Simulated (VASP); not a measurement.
# Ba (Im-3m) in VASP: further runs

Runs on Ba. Level: r2SCAN. Tasks: single point.

Program: VASP 6.6.1. These are calculated values, not measurements. Logs are shortened: lines on timing, memory, paths and dates and some standing lists are left out, and cuts for length are marked.

### 1 The cell of the first run

The structure is cubic, space group Im-3m (No. 229). Conventional cell: a = 5.074 Å, b = 5.074 Å, c = 5.074 Å, α = 90.00°, β = 90.00°, γ = 90.00°. Within 5.8 Å of Ba (site symmetry m-3m) lie 14 Ba at 4.39 to 5.07 Å.

### 2 Single point, r2SCAN

Contents of POSCAR:

```
Ba
1.0
   -2.5367939014      2.5367939014      2.5367939014
    2.5367939014     -2.5367939014      2.5367939014
    2.5367939014      2.5367939014     -2.5367939014
Ba
1
Direct
    0.0000000000      0.0000000000      0.0000000000
```

Contents of INCAR.step1:

```
PREC = Accurate
ENCUT = 520
ISMEAR = -1
SIGMA = 0.1
LREAL = F
LASPH = T
NELM = 80
NBANDS = 11
GGA = PE
ALGO = Normal
EDIFF = 1E-4
LWAVE = T
LCHARG = F
```

Contents of INCAR.step2:

```
PREC = Accurate
ENCUT = 520
EDIFF = 1E-7
ISMEAR = -1
SIGMA = 0.1
LREAL = F
LASPH = T
NELM = 80
ALGO = Normal
ISIF = 2
LWAVE = F
LCHARG = F
METAGGA = R2SCAN
LMIXTAU = T
NBANDS = 11
ISTART = 1
```

Contents of KPOINTS:

```
regular mesh
0
Gamma
  9 9 9
```

Potentials or basis: VASP PAW PBE potentials, release 64 (Ba_sv).

The run is started by

```
$ cat potpaw_PBE.64/Ba_sv/POTCAR > POTCAR
$ cp INCAR.step1 INCAR
$ mpirun -np 1 vasp_std > vasp.out
$ cp INCAR.step2 INCAR
$ mpirun -np 1 vasp_std > vasp.out
```

OUTCAR:

```text
PREC = Accurate
   ENCUT = 520
   EDIFF = 1E-7
   ISMEAR = -1
   LREAL = F
   LASPH = T
   NELM = 80
   ISIF = 2
   METAGGA = R2SCAN
   ISTART = 1

 ion  position               nearest neighbor table
   1  0.000  0.000  0.000-

  LATTYP: Found a body centered cubic cell.
 ALAT       =     5.0735878028

  Lattice vectors:

 A1 = (  -2.5367939014,   2.5367939014,   2.5367939014)
 A2 = (   2.5367939014,  -2.5367939014,   2.5367939014)
 A3 = (   2.5367939014,   2.5367939014,  -2.5367939014)

Analysis of symmetry for initial positions (statically):
=====================================================================
 Subroutine PRICEL returns:
 Original cell was already a primitive cell.

 Routine SETGRP: Setting up the symmetry group for a
 body centered cubic supercell.

 Subroutine GETGRP returns: Found 48 space group operations
 (whereof 48 operations were pure point group operations)
 out of a pool of 48 trial point group operations.

The static configuration has the point symmetry O_h .

Analysis of symmetry for dynamics (positions and initial velocities):
=====================================================================
 Subroutine PRICEL returns:
 Original cell was already a primitive cell.

 Routine SETGRP: Setting up the symmetry group for a
 body centered cubic supercell.

 Subroutine GETGRP returns: Found 48 space group operations
 (whereof 48 operations were pure point group operations)
 out of a pool of 48 trial point group operations.

The dynamic configuration has the point symmetry O_h .

 Subroutine INISYM returns: Found 48 space group operations
 (whereof 48 operations are pure point group operations),
 and found     1 'primitive' translations

----------------------------------------------------------------------------------------

                                     Primitive cell

  volume of cell :      65.3004

  direct lattice vectors                    reciprocal lattice vectors
    -2.536793901  2.536793901  2.536793901     0.000000000  0.197099181  0.197099181
     2.536793901 -2.536793901  2.536793901     0.197099181  0.000000000  0.197099181
     2.536793901  2.536793901 -2.536793901     0.197099181  0.197099181  0.000000000

  length of vectors
     4.393855926  4.393855926  4.393855926     0.278740335  0.278740335  0.278740335

  position of ions in fractional coordinates (direct lattice)
     0.000000000  0.000000000  0.000000000

  ion indices of the primitive-cell ions
   primitive index   ion index
                 1           1

----------------------------------------------------------------------------------------

 KPOINTS: regular mesh

Automatic generation of k-mesh.
 Grid dimensions read from file:
 generate k-points for:    9    9    9

 Generating k-lattice:

  Cartesian coordinates                     Fractional coordinates (reciprocal lattice)
     0.000000000  0.021899909  0.021899909     0.111111111  0.000000000  0.000000000
     0.021899909  0.000000000  0.021899909     0.000000000  0.111111111  0.000000000
     0.021899909  0.021899909  0.000000000     0.000000000  0.000000000  0.111111111

  Length of vectors
     0.030971148  0.030971148  0.030971148

  Shift w.r.t. Gamma in fractional coordinates (k-lattice)
     0.000000000  0.000000000  0.000000000

 Subroutine IBZKPT returns following result:
 ===========================================

 Found     35 irreducible k-points:

 Following reciprocal coordinates:
            Coordinates               Weight
  0.000000  0.000000  0.000000      1.000000
  0.111111  0.000000  0.000000     12.000000
  0.222222  0.000000  0.000000     12.000000
  0.333333  0.000000  0.000000     12.000000
  0.444444  0.000000  0.000000     12.000000
  0.111111  0.111111  0.000000     24.000000
[... 16 lines left out ...]
 -0.333333  0.444444  0.111111     48.000000
 -0.444444 -0.444444  0.111111     24.000000
 [... further k-points ...]
   k-points           NKPTS =     35   k-points in BZ     NKDIM =     35   number of bands    NBANDS=     11
   number of dos      NEDOS =    301   number of ions     NIONS =      1
   total plane-waves  NPLWV =  46656
   dimension x,y,z NGX =    36 NGY =   36 NGZ =   36
   dimension x,y,z NGXF=    72 NGYF=   72 NGZF=   72
   ions per type =               1
   NGX,Y,Z   is equivalent  to a cutoff of  13.62, 13.62, 13.62 a.u.
   NGXF,Y,Z  is equivalent  to a cutoff of  27.24, 27.24, 27.24 a.u.
 SYSTEM =  unknown system
   PREC   = accura    normal or accurate (medium, high low for compatibility)
   ISTART =      1    job   : 0-new  1-cont  2-samecut
   ICHARG =      0    charge: 1-file 2-atom 10-const
   ISPIN  =      1    spin polarized calculation?
   LNONCOLLINEAR =      F non collinear calculations
   LSORBIT =      F    spin-orbit coupling
   LASPH  =      T    aspherical Exc in radial PAW
   ENCUT  =  520.0 eV  38.22 Ry    6.18 a.u.   8.17  8.17  8.17*2*pi/ulx,y,z
   NELM   =     80;   NELMIN=  2; NELMDL=  0     # of ELM steps
   EDIFF  = 0.1E-06   stopping-criterion for ELM
   LREAL  =      F    real-space projection
   EDIFFG = 0.1E-05   stopping-criterion for IOM
   NSW    =      0    number of steps for IOM
   IBRION =     -1    ionic relax: 0-MD 1-quasi-New 2-CG
   NFREE  =      0    steps in history (QN), initial steepest desc. (CG)
   ISIF   =      2    stress and relaxation
   ISYM   =      2    0-nonsym 1-usesym 2-fastsym
   POTIM  = 0.5000    time-step for ionic-motion
   TEBEG  =    0.0;   TEEND  =   0.0 temperature during run
   PSTRESS=    0.0 pullay stress
   NELECT =      10.0000    total number of electrons
   NUPDOWN=      -1.0000    fix difference up-down
   EMIN   =  10.00;   EMAX   =-10.00  energy-range for DOS
   EFERMI =   0.00;   METHOD = LEGACY
   ISMEAR =    -1;   SIGMA  =   0.10  broadening in eV -4-tet -1-fermi 0-gaus
   EFERMI_NEDOS =   21; number of points for ismear=-14 and -15
   IALGO  =     38    algorithm
   IMIX   =      4    mixing-type and parameters
     AMIX     =   0.40;   BMIX     =  1.00
     AMIX_MAG =   1.60;   BMIX_MAG =  1.00
  volume/ion in A,a.u.               =      65.30       440.67
  Fermi-wavevector in a.u.,A,eV,Ry     =   0.875863  1.655142 10.437525  0.767136
  Thomas-Fermi vector in A             =   1.995593
   LORBIT       =      0    0 simple, 1 ext, 2 COOP (PROOUT), +10 PAW based schemes
   METAGGA = R2SCAN    functional components
   LHFCALC =     F    Hartree Fock is set to
   AEXX    =    0.0000 exact exchange contribution
   IVDW    =     0    specifies the selected vdW correction
   LEPSILON=     F    determine dielectric tensor
   LRPA    =     F    only Hartree local field effects (RPA)
 non-spin polarized calculation
  energy-cutoff  :      520.00
  volume of cell :       65.30
 maximum number of plane-waves:      1775
 NGX is ok and might be reduce to    36
   NGX = 17   NGY = 17   NGZ = 17

 number of electron      10.0000000 magnetization

 Free energy of the ion-electron system (eV)
  ---------------------------------------------------
  ext. energy  EPLUGINS =         0.00000000
  ---------------------------------------------------
  free energy    TOTEN  =       -26.45341966 eV

  energy without entropy =      -26.41116899  energy(sigma->0) =      -26.43229433

 E-fermi :   1.6212     XC(G=0):  -7.7080

 val. band max:        1.4816959396   @ k =  -0.4444  -0.4444   0.2222
 cond. band min:       1.6240524702   @ k =  -0.4444  -0.4444   0.2222
 fundamental gap:      0.1423565306
 Fermi energy:         1.6211693091

 k-point     1 :       0.0000    0.0000    0.0000
  band No.  band energies     occupation
      1     -28.3676      2.00000
      2     -12.9179      2.00000
      3     -12.9179      2.00000
      4     -12.9179      2.00000
      5      -1.2587      2.00000
      6       3.7052      0.00000
      7       3.7052      0.00000
      8       3.7052      0.00000
      9       5.0148      0.00000
     10       5.0148      0.00000
     11       8.7918      0.00000

 k-point     2 :       0.1111    0.0000    0.0000
  band No.  band energies     occupation
      1     -28.3629      2.00000
      2     -12.9707      2.00000
      3     -12.9337      2.00000
      4     -12.9184      2.00000
      5      -1.0282      2.00000
      6       3.5092      0.00000
      7       3.5616      0.00000
      8       3.9363      0.00000
      9       4.7570      0.00000
     10       5.0004      0.00000
     11       9.0466      0.00000

 k-point     3 :       0.2222    0.0000    0.0000
  band No.  band energies     occupation
      1     -28.3511      2.00000
      2     -13.1003      2.00000
      3     -12.9733      2.00000
      4     -12.9196      2.00000
      5      -0.4129      2.00000
      6       3.0213      0.00000
      7       3.1008      0.00000
      8       4.6083      0.00000
      9       4.7494      0.00000
     10       5.0384      0.00000
     11       9.2280      0.00000

 k-point     4 :       0.3333    0.0000    0.0000
  band No.  band energies     occupation
      1     -28.3376      2.00000
      2     -13.2413      2.00000
      3     -13.0176      2.00000
      4     -12.9211      2.00000
      5       0.3202      2.00000
      6       2.5895      0.00012
      7       2.7302      0.00003
      8       4.9948      0.00000
      9       5.2351      0.00000
     10       5.6416      0.00000
     11       8.3834      0.00000
[... 239 lines left out ...]
 k-point    22 :      -0.4444    0.4444    0.1111
  band No.  band energies     occupation
      1     -28.3254      2.00000
      2     -13.3149      2.00000
      3     -13.0647      2.00000
      4     -12.9571      2.00000
      5       0.9143      1.99830
      6       2.3912      0.00091
      7       2.7477      0.00003
      8       4.3829      0.00000
      9       5.7410      0.00000
     10       6.6801      0.00000
     11       8.2148      0.00000

 k-point    23 :      -0.3333    0.4444    0.1111
  band No.  band energies     occupation
      1     -28.3247      2.00000
      2     -13.2651      2.00000
      3     -13.0930      2.00000
      4     -12.9845      2.00000
      5       1.0644      1.99239
      6       2.1080      0.01525
      7       2.9148      0.00000
      8       4.2883      0.00000
      9       5.4434      0.00000
     10       6.3921      0.00000
     11       8.3105      0.00000

 k-point    24 :      -0.4444   -0.4444    0.1111
  band No.  band energies     occupation
      1     -28.3205      2.00000
      2     -13.2964      2.00000
      3     -13.1146      2.00000
      4     -12.9843      2.00000
      5       1.2712      1.94139
      6       2.1431      0.01076
      7       2.7146      0.00004
      8       4.2765      0.00000
      9       5.7721      0.00000
     10       7.1943      0.00000
     11       7.7443      0.00000

 [... further k-points ...]

------------------------ aborting loop because EDIFF is reached ----------------------------------------

  FORCE on cell =-STRESS in cart. coord.  units (eV):
  Direction    XX          YY          ZZ          XY          YZ          ZX
  --------------------------------------------------------------------------------------
  -------------------------------------------------------------------------------------
  Total        0.0213989      0.0213989      0.0213989      0.0000000      0.0000000     -0.0000000
  in kB        0.5250339      0.5250339      0.5250339      0.0000000      0.0000000     -0.0000000
  external PRESSURE =       0.5250339 kB  Pullay stress =       0.0000000 kB

 VOLUME and BASIS-vectors are now :
 -----------------------------------------------------------------------------
  energy-cutoff  :      520.00
  volume of cell :       65.30
      direct lattice vectors                 reciprocal lattice vectors
    -2.536793901  2.536793901  2.536793901     0.000000000  0.197099181  0.197099181
     2.536793901 -2.536793901  2.536793901     0.197099181  0.000000000  0.197099181
     2.536793901  2.536793901 -2.536793901     0.197099181  0.197099181  0.000000000

 POSITION                                       TOTAL-FORCE (eV/Angst)
 -----------------------------------------------------------------------------------
      0.00000      0.00000      0.00000         0.000000     -0.000000     -0.000000
 -----------------------------------------------------------------------------------
    total drift:                               -0.000000      0.000000      0.000000

  FREE ENERGIE OF THE ION-ELECTRON SYSTEM (eV)
  ---------------------------------------------------
  free  energy   TOTEN  =       -26.4534196646 eV

  energy  without entropy=      -26.4111689919  energy(sigma->0) =      -26.43229433
```

It took 2.4 min on 1 thread of Intel Xeon 8259CL, shared host; peak memory 0.22 GiB.

Results:

| Item | Value |
| --- | --- |
| Free energy | -26.4534 eV |
| Pressure | 0.1 GPa |
| Band gap on the k mesh | zero (bands 5 and 6 overlap by 0.94 eV) |

Caveat: the PAW data sets were made with another functional, which shifts forces and pressure a little; spin-orbit coupling is left out, which moves the levels of the heavy elements.

### 3 Single point, r2SCAN

POSCAR is that of step 2.

Contents of INCAR.step1:

```
SYSTEM = Ba
ALGO = Normal
EDIFF = 1E-4
ENCUT = 520
GGA = PE
ISMEAR = -1
LASPH = .True.
LCHARG = .False.
LREAL = .False.
LWAVE = .True.
NBANDS = 11
NELM = 80
PREC = Accurate
SIGMA = 0.1
```

Contents of INCAR.step2:

```
SYSTEM = Ba
ALGO = Normal
EDIFF = 1E-6
ENCUT = 520
ISIF = 2
ISMEAR = -1
ISTART = 1
LASPH = .True.
LCHARG = .False.
LMIXTAU = .True.
LREAL = .False.
LWAVE = .False.
METAGGA = R2SCAN
NBANDS = 11
NELM = 80
PREC = Accurate
SIGMA = 0.1
```

Contents of KPOINTS:

```
k-points
0
Gamma
  9 9 9
  0 0 0
```

Potentials or basis: VASP PAW PBE potentials, release 64 (Ba_sv).

The run is started by

```
$ cat potpaw_PBE.64/Ba_sv/POTCAR > POTCAR
$ cp INCAR.step1 INCAR
$ mpirun -np 1 vasp_std > vasp.out
$ cp INCAR.step2 INCAR
$ mpirun -np 1 vasp_std > vasp.out
```

OUTCAR:

```text
SYSTEM = Ba
   EDIFF = 1E-6
   ENCUT = 520
   ISIF = 2
   ISMEAR = -1
   ISTART = 1
   LASPH = .True.
   LREAL = .False.
   METAGGA = R2SCAN
   NELM = 80
   PREC = Accurate

 ion  position               nearest neighbor table
   1  0.000  0.000  0.000-

  LATTYP: Found a body centered cubic cell.
 ALAT       =     5.0735878028

  Lattice vectors:

 A1 = (  -2.5367939014,   2.5367939014,   2.5367939014)
 A2 = (   2.5367939014,  -2.5367939014,   2.5367939014)
[... 514 lines left out ...]
     10       7.1944      0.00000
     11       7.7444      0.00000

 [... further k-points ...]

------------------------ aborting loop because EDIFF is reached ----------------------------------------

  FORCE on cell =-STRESS in cart. coord.  units (eV):
  Direction    XX          YY          ZZ          XY          YZ          ZX
  --------------------------------------------------------------------------------------
  -------------------------------------------------------------------------------------
  Total        0.0225563      0.0225563      0.0225563      0.0000000     -0.0000000      0.0000000
  in kB        0.5534310      0.5534310      0.5534310      0.0000000     -0.0000000      0.0000000
  external PRESSURE =       0.5534310 kB  Pullay stress =       0.0000000 kB

 VOLUME and BASIS-vectors are now :
 -----------------------------------------------------------------------------
  energy-cutoff  :      520.00
  volume of cell :       65.30
      direct lattice vectors                 reciprocal lattice vectors
    -2.536793901  2.536793901  2.536793901     0.000000000  0.197099181  0.197099181
     2.536793901 -2.536793901  2.536793901     0.197099181  0.000000000  0.197099181
     2.536793901  2.536793901 -2.536793901     0.197099181  0.197099181  0.000000000

 POSITION                                       TOTAL-FORCE (eV/Angst)
 -----------------------------------------------------------------------------------
      0.00000      0.00000      0.00000         0.000000     -0.000000      0.000000
 -----------------------------------------------------------------------------------
    total drift:                               -0.000000      0.000000      0.000000

  FREE ENERGIE OF THE ION-ELECTRON SYSTEM (eV)
  ---------------------------------------------------
  free  energy   TOTEN  =       -26.4534195649 eV

  energy  without entropy=      -26.4111700402  energy(sigma->0) =      -26.43229480
```

Run time: 2.2 min. Hardware: 1 thread of Intel Xeon 8259CL, shared host; peak memory 0.22 GiB.

Results:

| Quantity | Value |
| --- | --- |
| Free energy | -26.4534 eV |
| Pressure | 0.1 GPa |
| Band gap on the k mesh | zero (bands 5 and 6 overlap by 0.94 eV) |

Caveat: the PAW data sets were made with another functional, which shifts forces and pressure a little; spin-orbit coupling is left out, which moves the levels of the heavy elements.

### 4 Single point, r2SCAN

POSCAR is that of step 3.

Contents of INCAR.step1:

```
SYSTEM = Ba
  PREC = Accurate
  ENCUT = 520
  ISMEAR = -1
  SIGMA = 0.01
  LREAL = .FALSE.
  LASPH = .TRUE.
  NELM = 60
  NBANDS = 11
  GGA = PE
  ALGO = Normal
  EDIFF = 1E-4
  LWAVE = .TRUE.
  LCHARG = .FALSE.
```

Contents of INCAR.step2:

```
SYSTEM = Ba
  PREC = Accurate
  ENCUT = 520
  EDIFF = 1E-6
  ISMEAR = -1
  SIGMA = 0.01
  LREAL = .FALSE.
  LASPH = .TRUE.
  NELM = 60
  ALGO = Normal
  ISIF = 2
  LWAVE = .FALSE.
  LCHARG = .FALSE.
  METAGGA = R2SCAN
  LMIXTAU = .TRUE.
  NBANDS = 11
  ISTART = 1
```

Contents of KPOINTS:

```
Automatic mesh
0
G
  9 9 9
  0 0 0
```

The run is started by

```
$ cat potpaw_PBE.64/Ba_sv/POTCAR > POTCAR
$ cp INCAR.step1 INCAR
$ mpirun -np 1 vasp_std > vasp.out
$ cp INCAR.step2 INCAR
$ mpirun -np 1 vasp_std > vasp.out
```

It took 2.9 min on 1 thread of Intel Xeon 8259CL, shared host; peak memory 0.22 GiB.

It converged, with:

```yaml
Free_energy: -26.4331 eV
Pressure: 0.0 GPa
Band_gap_on_the_k_mesh: zero (bands 5 and 6 overlap by 0.94 eV)
```

Levels at points of the mesh, in eV from the Fermi level:
```
           k point  band 1  band 2  band 3  band 4  band 5  band 6  band 7  band 8  band 9  band 10
(0.00, 0.00, 0.00)  -30.01  -14.56  -14.56  -14.56   -2.90    2.06    2.06    2.06    3.37     3.37
```

Caveat: the PAW data sets were made with another functional, which shifts forces and pressure a little; spin-orbit coupling is left out, which moves the levels of the heavy elements.
